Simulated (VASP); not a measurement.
HfN:

```
Hf N
1.0
     0.00000    2.25104    2.25104
     2.25104    0.00000    2.25104
     2.25104    2.25104    0.00000
Hf N
1 1
Direct
  0.00000 0.00000 0.00000
  0.50000 0.50000 0.50000
```

Base run:

```yaml
Program: VASP 6.6.1
Functional: PBEsol
Potentials_or_basis: VASP PAW PBE potentials, release 64 (Hf_pv, N)
Cutoff: 520 eV
k_mesh: 14 × 14 × 14
Occupations: fermi-dirac, width 0.08 eV
Spin: non-collinear spin, zero start, spin-orbit coupling
Starting_moments: "[[0.0, 0.0, 0.0], [0.0, 0.0, 0.0]] μB"
```

Its results: pressure -2.0 GPa; net moment 0.00 μB per cell.

Question: The run is repeated on the same cell with these changes: further incar settings from ALGO = Normal; EDIFF = 1e-06; NBANDS = 27 to ALGO = Normal; EDIFF = 1e-07; NBANDS = 27; dispersion from none to D3(BJ). What comes out?

Answer: Pressure -7.6 GPa; net moment 0.00 μB per cell.

Caveats: the PAW data sets were made with another functional, which shifts forces and pressure a little.
